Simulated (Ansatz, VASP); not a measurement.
HCl: VASP beside Ansatz

```xyz
2
Lattice="0.0000 3.4082 3.4083 1.5304 0.0000 3.4083 1.5304 3.4082 0.0000" Properties=species:S:1:pos:R:3 pbc="T T T"
H     0.0000    0.0000    0.0000
Cl    1.5304    3.4082    3.4083
```

Alike in both runs: task single point; functional PBEsol; k mesh 6 × 6 × 6; occupations tetrahedron; no spin polarisation.

```csv
,VASP,Ansatz
version,VASP 6.6.1,Ansatz 0.2.0
potentials or method,"VASP PAW PBE potentials, release 64 (H, Cl)",plane waves
plane-wave cutoff (eV),520,420
valence electrons in the cell,8,8
```

|  | VASP | Ansatz | Ansatz less VASP |
| --- | --- | --- | --- |
| gap on the k mesh at the Fermi level (eV) | 2.61 | 2.56 | -0.052 |
| pressure (GPa) | 0.6 | 0.8 | +0.20 |
| traceless stress, the component that is largest in VASP (GPa) | 0.06 | 0.27 | +0.213 |

VASP's potentials were made for PBE, not for PBEsol. Ansatz's warnings: band table not solved further, near symmetry operations not taken, tetrahedron derivatives may miss energy slope.
